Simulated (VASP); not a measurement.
# AgCl (P1) in VASP: notebook

The runs below take AgCl through single point, with PBE.

Everything below comes from runs of VASP 6.6.1. Logs are shortened: lines on timing, memory, paths and dates and some standing lists are left out, and cuts for length are marked.

### Step 1. The cell of the first run

The typed cell holds 16 atoms: a = 9.039 Å, b = 9.039 Å, c = 5.722 Å, α = 90.00°, β = 90.00°, γ = 120.00°.

### Step 2. Single point, PBE

The input, INCAR:

```
PREC = Accurate
ENCUT = 520
EDIFF = 1E-6
ISMEAR = -1
SIGMA = 0.146
LREAL = Auto
LASPH = T
NELM = 100
ALGO = Normal
ISIF = 2
LWAVE = F
LCHARG = T
GGA = PE
LELF = T
LVHAR = T
NBANDS = 86
```

The input, KPOINTS:

```
Automatic mesh
0
Gamma
  3 3 2
```

The input, POSCAR:

```
AgCl
1.0
    9.0394823181      0.0000000000      0.0000000000
   -4.5197411591      7.8284213245      0.0000000000
    0.0000000000      0.0000000000      5.7224950490
Ag Cl
8 8
Direct
    0.1703037520      0.3348423509     -0.0673721859
    0.3260114957      0.1617121700      0.4256278038
    0.1657410770      0.8354649972     -0.0594567574
    0.3367883945      0.6674523232      0.4400054484
    0.6660785605      0.3333240371     -0.0444423277
    0.8299880707      0.1614914358      0.4323566869
    0.6729835584      0.8325839566     -0.0634670711
    0.8309463916      0.6645473952      0.4431720741
    0.1620983496      0.3275353860      0.4329490858
    0.3283962479      0.1659108454      0.9329351890
    0.1739989718      0.8561139880      0.4421445503
    0.3351154648      0.6675573252      0.9568277391
    0.6657816132      0.3329272777      0.4234551501
    0.8364049214      0.1679230008      0.9355017268
    0.6648836884      0.8462188895      0.4375836027
    0.8368461124      0.6619247720      0.9236256134
```

Potentials or basis: VASP PAW PBE potentials, release 64 (Ag, Cl).

The run is started by

```bash
cat potpaw_PBE.64/Ag/POTCAR potpaw_PBE.64/Cl/POTCAR > POTCAR
mpirun -np 1 vasp_std > vasp.out
```

OUTCAR:

```text
PREC = Accurate
   ENCUT = 520
   EDIFF = 1E-6
   ISMEAR = -1
   LREAL = Auto
   LASPH = T
   NELM = 100
   ISIF = 2
   GGA = PE

 ion  position               nearest neighbor table
   1  0.170  0.335  0.933-  10 2.56  12 2.61  14 2.61   9 2.86   9 2.86
   2  0.326  0.162  0.426-  11 2.39   9 2.58  13 2.66  10 2.82  10 2.90
   3  0.166  0.835  0.941-  16 2.58  10 2.59  12 2.64  11 2.86  11 2.88
   4  0.337  0.667  0.440-  15 2.57   9 2.66  11 2.75  12 2.77  12 2.96
   5  0.666  0.333  0.956-  16 2.58  14 2.63  10 2.65  13 2.68  13 3.04
   6  0.830  0.161  0.432-  15 2.47   9 2.60  13 2.63  14 2.84  14 2.88
[... 8 lines left out ...]
  15  0.665  0.846  0.438-   6 2.47   4 2.57   8 2.72   7 2.86   7 2.87
  16  0.837  0.662  0.924-   3 2.58   5 2.58   7 2.62   8 2.75   8 2.97

  LATTYP: Found a hexagonal cell.
 ALAT       =     9.0394823181
 C/A-ratio  =     0.6330556162

  Lattice vectors:

 A1 = (   9.0394823181,   0.0000000000,   0.0000000000)
 A2 = (  -4.5197411591,   7.8284213245,   0.0000000000)
 A3 = (   0.0000000000,   0.0000000000,   5.7224950490)

Analysis of symmetry for initial positions (statically):
=====================================================================
 Subroutine PRICEL returns:
 Original cell was already a primitive cell.

 Routine SETGRP: Setting up the symmetry group for a
 hexagonal supercell.

 Subroutine GETGRP returns: Found  1 space group operations
 (whereof  1 operations were pure point group operations)
 out of a pool of 24 trial point group operations.

The static configuration has the point symmetry C_1 .

Analysis of symmetry for dynamics (positions and initial velocities):
=====================================================================
 Subroutine PRICEL returns:
 Original cell was already a primitive cell.

 Routine SETGRP: Setting up the symmetry group for a
 hexagonal supercell.

 Subroutine GETGRP returns: Found  1 space group operations
 (whereof  1 operations were pure point group operations)
 out of a pool of 24 trial point group operations.

The dynamic configuration has the point symmetry C_1 .

 Subroutine INISYM returns: Found  1 space group operations
 (whereof  1 operations are pure point group operations),
 and found     1 'primitive' translations

----------------------------------------------------------------------------------------

                                     Primitive cell

  volume of cell :     404.9517

  direct lattice vectors                    reciprocal lattice vectors
     9.039482318  0.000000000  0.000000000     0.110625804  0.063869838  0.000000000
    -4.519741159  7.828421324  0.000000000     0.000000000  0.127739676  0.000000000
     0.000000000  0.000000000  5.722495049     0.000000000  0.000000000  0.174748950

  length of vectors
     9.039482318  9.039482318  5.722495049     0.127739676  0.127739676  0.174748950

  position of ions in fractional coordinates (direct lattice)
     0.170303752  0.334842351  0.932627814
     0.326011496  0.161712170  0.425627804
     0.165741077  0.835464997  0.940543243
     0.336788394  0.667452323  0.440005448
     0.666078560  0.333324037  0.955557672
     0.829988071  0.161491436  0.432356687
[... 8 lines left out ...]
     0.664883688  0.846218890  0.437583603
     0.836846112  0.661924772  0.923625613

  ion indices of the primitive-cell ions
   primitive index   ion index
                 1           1
                 2           2
                 3           3
                 4           4
                 5           5
                 6           6
[... 8 lines left out ...]
                15          15
                16          16

----------------------------------------------------------------------------------------

 KPOINTS: Automatic mesh

Automatic generation of k-mesh.
 Grid dimensions read from file:
 generate k-points for:    3    3    2

 Generating k-lattice:

  Cartesian coordinates                     Fractional coordinates (reciprocal lattice)
     0.036875268  0.021289946  0.000000000     0.333333333  0.000000000  0.000000000
     0.000000000  0.042579892  0.000000000     0.000000000  0.333333333  0.000000000
     0.000000000  0.000000000  0.087374475     0.000000000  0.000000000  0.500000000

  Length of vectors
     0.042579892  0.042579892  0.087374475

  Shift w.r.t. Gamma in fractional coordinates (k-lattice)
     0.000000000  0.000000000  0.000000000

 Subroutine IBZKPT returns following result:
 ===========================================

 Found     10 irreducible k-points:

 Following reciprocal coordinates:
            Coordinates               Weight
  0.000000  0.000000  0.000000      1.000000
  0.333333 -0.000000  0.000000      2.000000
  0.000000  0.333333  0.000000      2.000000
 -0.333333  0.333333  0.000000      2.000000
  0.333333  0.333333  0.000000      2.000000
  0.000000  0.000000  0.500000      1.000000
  0.333333 -0.000000  0.500000      2.000000
  0.000000  0.333333  0.500000      2.000000
 -0.333333  0.333333  0.500000      2.000000
  0.333333  0.333333  0.500000      2.000000
   k-points           NKPTS =     10   k-points in BZ     NKDIM =     10   number of bands    NBANDS=     86
   number of dos      NEDOS =    301   number of ions     NIONS =     16
   total plane-waves  NPLWV = 235200
   dimension x,y,z NGX =    70 NGY =   70 NGZ =   48
   dimension x,y,z NGXF=   140 NGYF=  140 NGZF=   96
   ions per type =               8   8
   NGX,Y,Z   is equivalent  to a cutoff of  12.87, 12.87, 13.94 a.u.
   NGXF,Y,Z  is equivalent  to a cutoff of  25.75, 25.75, 27.89 a.u.
 SYSTEM =  unknown system
   PREC   = accura    normal or accurate (medium, high low for compatibility)
   ISTART =      0    job   : 0-new  1-cont  2-samecut
   ICHARG =      2    charge: 1-file 2-atom 10-const
   ISPIN  =      1    spin polarized calculation?
   LNONCOLLINEAR =      F non collinear calculations
   LSORBIT =      F    spin-orbit coupling
   LASPH  =      T    aspherical Exc in radial PAW
   ENCUT  =  520.0 eV  38.22 Ry    6.18 a.u.  16.81 16.81 10.64*2*pi/ulx,y,z
   NELM   =    100;   NELMIN=  2; NELMDL= -5     # of ELM steps
   EDIFF  = 0.1E-05   stopping-criterion for ELM
   LREAL  =      T    real-space projection
   EDIFFG = 0.1E-04   stopping-criterion for IOM
   NSW    =      0    number of steps for IOM
   IBRION =     -1    ionic relax: 0-MD 1-quasi-New 2-CG
   NFREE  =      0    steps in history (QN), initial steepest desc. (CG)
   ISIF   =      2    stress and relaxation
   ISYM   =      2    0-nonsym 1-usesym 2-fastsym
   POTIM  = 0.5000    time-step for ionic-motion
   TEBEG  =    0.0;   TEEND  =   0.0 temperature during run
   PSTRESS=    0.0 pullay stress
   NELECT =     144.0000    total number of electrons
   NUPDOWN=      -1.0000    fix difference up-down
   EMIN   =  10.00;   EMAX   =-10.00  energy-range for DOS
   EFERMI =   0.00;   METHOD = LEGACY
   ISMEAR =    -1;   SIGMA  =   0.15  broadening in eV -4-tet -1-fermi 0-gaus
   EFERMI_NEDOS =   21; number of points for ismear=-14 and -15
   IALGO  =     38    algorithm
   IMIX   =      4    mixing-type and parameters
     AMIX     =   0.40;   BMIX     =  1.00
     AMIX_MAG =   1.60;   BMIX_MAG =  1.00
  volume/ion in A,a.u.               =      25.31       170.80
  Fermi-wavevector in a.u.,A,eV,Ry     =   1.159831  2.191762 18.302656  1.345207
  Thomas-Fermi vector in A             =   2.296419
   LORBIT       =      0    0 simple, 1 ext, 2 COOP (PROOUT), +10 PAW based schemes
   GGA     = PE    functional components
   LHFCALC =     F    Hartree Fock is set to
   AEXX    =    0.0000 exact exchange contribution
   IVDW    =     0    specifies the selected vdW correction
   LEPSILON=     F    determine dielectric tensor
   LRPA    =     F    only Hartree local field effects (RPA)
 non-spin polarized calculation
  energy-cutoff  :      520.00
  volume of cell :      404.95
 maximum number of plane-waves:     10921
 NGX is ok and might be reduce to    70
   NGX = 33   NGY = 33   NGZ = 21

 number of electron     144.0000000 magnetization

 Free energy of the ion-electron system (eV)
  ---------------------------------------------------
  ext. energy  EPLUGINS =         0.00000000
  ---------------------------------------------------
  free energy    TOTEN  =       -43.20253819 eV

  energy without entropy =      -43.18987922  energy(sigma->0) =      -43.19620871

 E-fermi :   3.0756     XC(G=0):  -8.8392

 val. band max:        2.1987491773   @ k =   0.3333   0.3333   0.5000
 cond. band min:       3.4705821113   @ k =   0.0000   0.0000   0.0000
 fundamental gap:      1.2718329340
 Fermi energy:         3.0755595208

 k-point     1 :       0.0000    0.0000    0.0000
  band No.  band energies     occupation
      1     -12.7307      2.00000
      2     -12.5640      2.00000
      3     -12.5269      2.00000
      4     -12.4484      2.00000
      5     -12.4007      2.00000
      6     -12.3435      2.00000
[... 76 lines left out ...]
     83       8.3301      0.00000
     84       9.4945      0.00000

 k-point     2 :       0.3333   -0.0000    0.0000
  band No.  band energies     occupation
      1     -12.6978      2.00000
      2     -12.5937      2.00000
      3     -12.5349      2.00000
      4     -12.4584      2.00000
      5     -12.3924      2.00000
      6     -12.3584      2.00000
[... 76 lines left out ...]
     83       8.5099      0.00000
     84       8.9336      0.00000

 k-point     3 :       0.0000    0.3333    0.0000
  band No.  band energies     occupation
      1     -12.6984      2.00000
      2     -12.5779      2.00000
      3     -12.5422      2.00000
      4     -12.4820      2.00000
      5     -12.3859      2.00000
      6     -12.3330      2.00000
[... 76 lines left out ...]
     83       8.5123      0.00000
     84       9.0079      0.00000

 k-point     4 :      -0.3333    0.3333    0.0000
  band No.  band energies     occupation
      1     -12.6979      2.00000
      2     -12.6069      2.00000
      3     -12.5109      2.00000
      4     -12.4550      2.00000
      5     -12.4171      2.00000
      6     -12.3461      2.00000
[... 76 lines left out ...]
     83       8.5202      0.00000
     84       8.9286      0.00000

 k-point     5 :       0.3333    0.3333    0.0000
  band No.  band energies     occupation
      1     -12.6720      2.00000
      2     -12.6105      2.00000
      3     -12.5505      2.00000
      4     -12.4575      2.00000
      5     -12.3988      2.00000
      6     -12.3491      2.00000
[... 76 lines left out ...]
     83       8.5739      0.00000
     84       9.0178      0.00000

 k-point     6 :       0.0000    0.0000    0.5000
  band No.  band energies     occupation
      1     -12.5854      2.00000
      2     -12.5629      2.00000
      3     -12.4617      2.00000
      4     -12.4192      2.00000
      5     -12.3898      2.00000
      6     -12.3573      2.00000
[... 76 lines left out ...]
     83       8.4128      0.00000
     84       8.4361      0.00000

 k-point     7 :       0.3333   -0.0000    0.5000
  band No.  band energies     occupation
      1     -12.5802      2.00000
      2     -12.5547      2.00000
      3     -12.4615      2.00000
      4     -12.4200      2.00000
      5     -12.3937      2.00000
      6     -12.3567      2.00000
[... 76 lines left out ...]
     83       8.3291      0.00000
     84       8.3759      0.00000

 k-point     8 :       0.0000    0.3333    0.5000
  band No.  band energies     occupation
      1     -12.5808      2.00000
      2     -12.5547      2.00000
      3     -12.4555      2.00000
      4     -12.4138      2.00000
      5     -12.4000      2.00000
      6     -12.3690      2.00000
[... 76 lines left out ...]
     83       8.3185      0.00000
     84       8.4012      0.00000

 k-point     9 :      -0.3333    0.3333    0.5000
  band No.  band energies     occupation
      1     -12.5809      2.00000
      2     -12.5547      2.00000
      3     -12.4636      2.00000
      4     -12.4159      2.00000
      5     -12.3902      2.00000
      6     -12.3623      2.00000
[... 76 lines left out ...]
     83       8.2952      0.00000
     84       8.3546      0.00000

 k-point    10 :       0.3333    0.3333    0.5000
  band No.  band energies     occupation
      1     -12.5782      2.00000
      2     -12.5505      2.00000
      3     -12.4586      2.00000
      4     -12.4145      2.00000
      5     -12.3990      2.00000
      6     -12.3662      2.00000
[... 76 lines left out ...]
     83       8.2725      0.00000
     84       8.3800      0.00000
 [bands above 84 left out]

------------------------ aborting loop because EDIFF is reached ----------------------------------------

  FORCE on cell =-STRESS in cart. coord.  units (eV):
  Direction    XX          YY          ZZ          XY          YZ          ZX
  --------------------------------------------------------------------------------------
  -------------------------------------------------------------------------------------
  Total        1.7973676      5.6270423      3.7037845      0.2898526     -0.0909916      0.0233341
  in kB        7.1112234     22.2632001     14.6538963      1.1467921     -0.3600051      0.0923205
  external PRESSURE =      14.6761066 kB  Pullay stress =       0.0000000 kB

 VOLUME and BASIS-vectors are now :
 -----------------------------------------------------------------------------
  energy-cutoff  :      520.00
  volume of cell :      404.95
      direct lattice vectors                 reciprocal lattice vectors
     9.039482318  0.000000000  0.000000000     0.110625804  0.063869838  0.000000000
    -4.519741159  7.828421324  0.000000000     0.000000000  0.127739676  0.000000000
     0.000000000  0.000000000  5.722495049     0.000000000  0.000000000  0.174748950

 POSITION                                       TOTAL-FORCE (eV/Angst)
 -----------------------------------------------------------------------------------
      0.02606      2.62129      5.33696        -0.090833      0.039909     -0.022064
      2.21608      1.26595      2.43565         0.091794      0.717726      0.036447
     -2.27787      6.54037      5.38225         0.125056     -0.032428      0.008980
      0.02768      5.22510      2.51793        -0.198873     -0.084576      0.083320
      4.51447      2.60940      5.46817        -0.020716     -0.165716     -0.190204
      6.77276      1.26422      2.47416        -0.011656      0.396474      0.037125
[... 8 lines left out ...]
      2.18551      6.62456      2.50407         0.230566     -0.529347      0.020520
      4.57293      5.18183      5.28544        -0.140174      0.105161      0.107688
 -----------------------------------------------------------------------------------
    total drift:                               -0.001010      0.002094     -0.002525

  FREE ENERGIE OF THE ION-ELECTRON SYSTEM (eV)
  ---------------------------------------------------
  free  energy   TOTEN  =       -43.2025381941 eV

  energy  without entropy=      -43.1898792191  energy(sigma->0) =      -43.19620871
```

It took 5.5 min on 1 thread of AMD EPYC 9R45 (Zen 5), shared host; peak memory 0.59 GiB.

What came out:

```yaml
Free_energy: -43.2025 eV
Pressure: 1.5 GPa
Largest_force: 1.082 eV/Å
Band_gap_on_the_k_mesh: 1.27 eV
```

Forces in eV/Å, atoms in the order of the input:
```
Ag  -0.091  0.040 -0.022
Ag   0.092  0.718  0.036
Ag   0.125 -0.032  0.009
Ag  -0.199 -0.085  0.083
Ag  -0.021 -0.166 -0.190
Ag  -0.012  0.396  0.037
Ag  -0.035  0.015  0.008
Ag   0.003  0.104 -0.080
Cl  -0.064  0.305  0.070
Cl   0.199  0.097 -0.062
Cl   0.050 -1.081 -0.002
Cl  -0.027  0.060 -0.179
Cl  -0.060  0.070  0.229
Cl  -0.051 -0.017 -0.066
Cl   0.231 -0.529  0.021
Cl  -0.140  0.105  0.108
```

Levels at points of the mesh, in eV from the valence-band top:
```csv
k point,band 68,band 69,band 70,band 71,band 72,band 73,band 74,band 75,band 76,band 77
"(0.00, 0.00, 0.00)",-0.97,-0.41,-0.39,-0.11,-0.10,1.27,2.96,3.70,3.93,4.01
"(0.00, 0.00, 0.50)",-0.19,-0.17,-0.15,-0.14,-0.06,3.34,3.35,4.57,4.67,4.68
```

Caveat: the k points lie up to 0.55 Å⁻¹ apart; the atoms stand as in a frame of molecular dynamics; the structure was generated, so it needn't be the stable form of AgCl; forces of over 1 eV/Å act on the atoms, so gaps and moduli don't describe the material at rest.

(Part 1 of 2 ends here.)
